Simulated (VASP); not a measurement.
# C (P1) in VASP: single point with PBE

Aim: the single point of C with PBE.

Program: VASP 6.6.1. These are calculated values, not measurements. Logs are shortened: lines on timing, memory, paths and dates and some standing lists are left out, and cuts for length are marked.

## Step 1: The cell of the first run

The typed cell holds 12 atoms: a = 2.468 Å, b = 4.268 Å, c = 12.877 Å, α = 91.58°, β = 89.52°, γ = 90.00°.

## Step 2: Single point, PBE

File INCAR:

```
SYSTEM = C
ALGO = Normal
EDIFF = 1E-6
ENCUT = 600
GGA = PE
GGA_COMPAT = .FALSE.
ISIF = 2
ISMEAR = 0
LASPH = .TRUE.
LCHARG = .FALSE.
LREAL = .FALSE.
LWAVE = .FALSE.
NBANDS = 36
NELM = 120
PREC = Accurate
SIGMA = 0.2
```

File KPOINTS:

```
k-points
0
G
  8 6 2
  0 0 0
```

File POSCAR:

```
C
1.0
    1.2340110571     -2.1375275990     -0.0104242232
   -3.6962288948     -2.1340877164      0.0577249213
    0.1825226680      0.0443160986    -12.8757724548
C
12
Direct
    0.7359925058      0.5890901580      0.3297522161
    0.2361655444      0.0891018069      0.3297646176
    0.7361292613      0.9222007430      0.3297670126
    0.2359610882      0.4222002557      0.3297777831
    0.7579247073      0.9115643430      0.6700081229
    0.2580908730      0.4115749511      0.6700072351
    0.7581293809      0.5784494859      0.6700022622
    0.2579199541      0.0784675156      0.6700006565
    0.0056406372      0.6659002971      1.0002385706
    0.5061361219      0.1658750529      1.0002200108
    0.5057249830      0.8327724377      1.0002393165
    1.0061849430      0.3328029531      1.0002221960
```

Potentials or basis: VASP PAW PBE potentials, release 64 (C).

Launch:

```bash
cat potpaw_PBE.64/C/POTCAR > POTCAR
mpirun -np 1 vasp_std > vasp.out
```

OUTCAR:

```text
SYSTEM = C
   EDIFF = 1E-6
   ENCUT = 600
   GGA = PE
   ISIF = 2
   ISMEAR = 0
   LASPH = .TRUE.
   LREAL = .FALSE.
   NELM = 120
   PREC = Accurate

 ion  position               nearest neighbor table
   1  0.736  0.589  0.330-   3 1.42   4 1.42   4 1.42
   2  0.236  0.089  0.330-   4 1.42   3 1.42   3 1.43
   3  0.736  0.922  0.330-   1 1.42   2 1.42   2 1.43
   4  0.236  0.422  0.330-   2 1.42   1 1.42   1 1.42
   5  0.758  0.912  0.670-   7 1.42   8 1.42   8 1.42
   6  0.258  0.412  0.670-   8 1.42   7 1.42   7 1.42
   7  0.758  0.578  0.670-   5 1.42   6 1.42   6 1.42
   8  0.258  0.078  0.670-   6 1.42   5 1.42   5 1.42
   9  0.006  0.666  0.000-  12 1.42  11 1.42  11 1.43
  10  0.506  0.166  0.000-  11 1.42  12 1.42  12 1.43
  11  0.506  0.833  0.000-  10 1.42   9 1.42   9 1.43
  12  0.006  0.333  0.000-   9 1.42  10 1.42  10 1.43

  LATTYP: Found a triclinic cell.
 ALAT       =    12.8771423363
 B/A-ratio  =     0.3314758982
 C/A-ratio  =     0.1916714657
 COS(alpha) =     0.0000111691
 COS(beta)  =     0.0083292036
 COS(gamma) =     0.0275167203

  Lattice vectors:

 A1 = (   0.1825226680,   0.0443160986, -12.8757724548)
 A2 = (   3.6962288948,   2.1340877164,  -0.0577249213)
 A3 = (   1.2340110571,  -2.1375275990,  -0.0104242232)

Analysis of symmetry for initial positions (statically):
=====================================================================
 Subroutine PRICEL returns:
 Original cell was already a primitive cell.

 Routine SETGRP: Setting up the symmetry group for a
 triclinic supercell.

 Subroutine GETGRP returns: Found  1 space group operations
 (whereof  1 operations were pure point group operations)
 out of a pool of  2 trial point group operations.

The static configuration has the point symmetry C_1 .

Analysis of symmetry for dynamics (positions and initial velocities):
=====================================================================
 Subroutine PRICEL returns:
 Original cell was already a primitive cell.

 Routine SETGRP: Setting up the symmetry group for a
 triclinic supercell.

 Subroutine GETGRP returns: Found  1 space group operations
 (whereof  1 operations were pure point group operations)
 out of a pool of  2 trial point group operations.

The dynamic configuration has the point symmetry C_1 .

 Subroutine INISYM returns: Found  1 space group operations
 (whereof  1 operations are pure point group operations),
[... 125 lines left out ...]
   TEBEG  =    0.0;   TEEND  =   0.0 temperature during run
   PSTRESS=    0.0 pullay stress
   NELECT =      48.0000    total number of electrons
   NUPDOWN=      -1.0000    fix difference up-down
   EMIN   =  10.00;   EMAX   =-10.00  energy-range for DOS
   EFERMI =   0.00;   METHOD = LEGACY
   ISMEAR =     0;   SIGMA  =   0.20  broadening in eV -4-tet -1-fermi 0-gaus
   EFERMI_NEDOS =   21; number of points for ismear=-14 and -15
   IALGO  =     38    algorithm
   IMIX   =      4    mixing-type and parameters
     AMIX     =   0.40;   BMIX     =  1.00
     AMIX_MAG =   1.60;   BMIX_MAG =  1.00
  volume/ion in A,a.u.               =      11.30        76.26
  Fermi-wavevector in a.u.,A,eV,Ry     =   1.158046  2.188390 18.246371  1.341070
  Thomas-Fermi vector in A             =   2.294652
   LORBIT       =      0    0 simple, 1 ext, 2 COOP (PROOUT), +10 PAW based schemes
   GGA     = PE    functional components
   LHFCALC =     F    Hartree Fock is set to
   AEXX    =    0.0000 exact exchange contribution
   IVDW    =     0    specifies the selected vdW correction
   LEPSILON=     F    determine dielectric tensor
   LRPA    =     F    only Hartree local field effects (RPA)
 non-spin polarized calculation
 Gauss-broadening in eV      SIGMA  =   0.20
  energy-cutoff  :      600.00
  volume of cell :      135.61
 maximum number of plane-waves:      4564
   NGX =  9   NGY = 17   NGZ = 51

 number of electron      47.9999999 magnetization

 Free energy of the ion-electron system (eV)
  ---------------------------------------------------
  ext. energy  EPLUGINS =         0.00000000
  ---------------------------------------------------
  free energy    TOTEN  =      -110.74627483 eV

  energy without entropy =     -110.74627018  energy(sigma->0) =     -110.74627250

 E-fermi :   2.7665     XC(G=0):  -8.6808

 val. band max:        2.2269547548   @ k =   0.3750   0.0000   0.0000
 cond. band min:       3.3244921890   @ k =   0.3750   0.0000   0.0000
 fundamental gap:      1.0975374342
 Fermi energy:         2.7664698670

 k-point     1 :       0.0000    0.0000    0.0000
  band No.  band energies     occupation
      1     -16.7848      2.00000
      2     -16.7600      2.00000
      3     -16.7581      2.00000
      4     -11.5142      2.00000
      5     -11.5128      2.00000
      6     -11.5055      2.00000
[... 925 lines left out ...]
     35      11.1182      0.00000
     36      11.1755      0.00000

 [... further k-points ...]

------------------------ aborting loop because EDIFF is reached ----------------------------------------

  FORCE on cell =-STRESS in cart. coord.  units (eV):
  Direction    XX          YY          ZZ          XY          YZ          ZX
  --------------------------------------------------------------------------------------
  -------------------------------------------------------------------------------------
  Total        0.2361768      0.1329587     -0.1508681      0.0714482     -0.0025340     -0.0037908
  in kB        2.7903547      1.5708651     -1.7824598      0.8441377     -0.0299386     -0.0447873
  external PRESSURE =       0.8595867 kB  Pullay stress =       0.0000000 kB

 VOLUME and BASIS-vectors are now :
 -----------------------------------------------------------------------------
  energy-cutoff  :      600.00
  volume of cell :      135.61
      direct lattice vectors                 reciprocal lattice vectors
     1.234011057 -2.137527599 -0.010424223     0.202608085 -0.350871134  0.001664469
    -3.696228895 -2.134087716  0.057724921    -0.202956965 -0.117152614 -0.003280269
     0.182522668  0.044316099-12.875772455    -0.001073932 -0.000241156 -0.077681297

 POSITION                                       TOTAL-FORCE (eV/Angst)
 -----------------------------------------------------------------------------------
     -1.20900     -2.81576     -4.21948         0.001963      0.001660     -0.004447
      0.02228     -0.68035     -4.24329         0.001288      0.010305     -0.001745
     -2.44008     -3.52694     -4.20044        -0.003696     -0.003133      0.001876
     -1.20918     -1.39077     -4.22423        -0.000929     -0.009148      0.004361
     -2.31177     -3.53575     -8.58215        -0.001880     -0.005637      0.001432
     -1.08050     -1.40032     -8.60579        -0.000466     -0.000975      0.001170
     -1.08025     -2.82529     -8.60131        -0.003714      0.007276     -0.001245
      0.15053     -0.68908     -8.62494         0.007745     -0.000587     -0.001717
     -2.45432     -1.43314      0.03531         0.009336     -0.018337      0.000955
      0.01151     -1.43586      0.00147        -0.009309     -0.001461     -0.001240
     -2.45400     -2.85820      0.03972        -0.000734      0.000218      0.001381
     -1.22244     -0.72344      0.01629         0.000395      0.019820     -0.000782
 -----------------------------------------------------------------------------------
    total drift:                               -0.000435      0.001231     -0.000124

  FREE ENERGIE OF THE ION-ELECTRON SYSTEM (eV)
  ---------------------------------------------------
  free  energy   TOTEN  =      -110.7462748255 eV

  energy  without entropy=     -110.7462701764  energy(sigma->0) =     -110.74627250
```

OSZICAR:

```text
N       E                     dE             d eps       ncg     rms          rms(c)
DAV:   1     0.232324735961E+03    0.23232E+03   -0.25182E+04  3744   0.134E+03
DAV:   2    -0.970917060802E+02   -0.32942E+03   -0.30955E+03  4900   0.276E+02
DAV:   3    -0.117840833749E+03   -0.20749E+02   -0.20508E+02  4668   0.677E+01
DAV:   4    -0.118222283209E+03   -0.38145E+00   -0.38074E+00  4732   0.104E+01
DAV:   5    -0.118234191357E+03   -0.11908E-01   -0.11900E-01  5028   0.175E+00    0.154E+01
DAV:   6    -0.112654035905E+03    0.55802E+01   -0.51519E+00  4284   0.922E+00    0.901E+00
DAV:   7    -0.110710338050E+03    0.19437E+01   -0.66107E+00  4244   0.104E+01    0.239E+00
DAV:   8    -0.110745115209E+03   -0.34777E-01   -0.19178E-01  4196   0.188E+00    0.227E-01
DAV:   9    -0.110744890596E+03    0.22461E-03   -0.61702E-03  4884   0.348E-01    0.136E-01
DAV:  10    -0.110746285942E+03   -0.13953E-02   -0.21627E-03  4232   0.232E-01    0.940E-02
DAV:  11    -0.110746269633E+03    0.16309E-04   -0.94064E-05  5052   0.421E-02    0.145E-02
DAV:  12    -0.110746274981E+03   -0.53484E-05   -0.45026E-06  4184   0.150E-02    0.643E-03
DAV:  13    -0.110746274826E+03    0.15586E-06   -0.17389E-06  3820   0.108E-02
   1 F= -.11074627E+03 E0= -.11074627E+03  d E =-.464914E-05
```

Run time: 6.1 min. Hardware: 1 thread of Intel Xeon 8259CL, shared host; peak memory 0.38 GiB.

What came out:

```
Free energy   : -110.7463 eV
Pressure      : 0.1 GPa
Largest force : 0.021 eV/Å
```

Forces in eV/Å, atoms in the order of the input:
```
C    0.002  0.002 -0.004
C    0.001  0.010 -0.002
C   -0.004 -0.003  0.002
C   -0.001 -0.009  0.004
C   -0.002 -0.006  0.001
C    0.000 -0.001  0.001
C   -0.004  0.007 -0.001
C    0.008 -0.001 -0.002
C    0.009 -0.018  0.001
C   -0.009 -0.001 -0.001
C   -0.001  0.000  0.001
C    0.000  0.020 -0.001
```

Caveat: this functional lacks dispersion, which binds the layers, so the pressure and a relaxed spacing across them are unreliable.
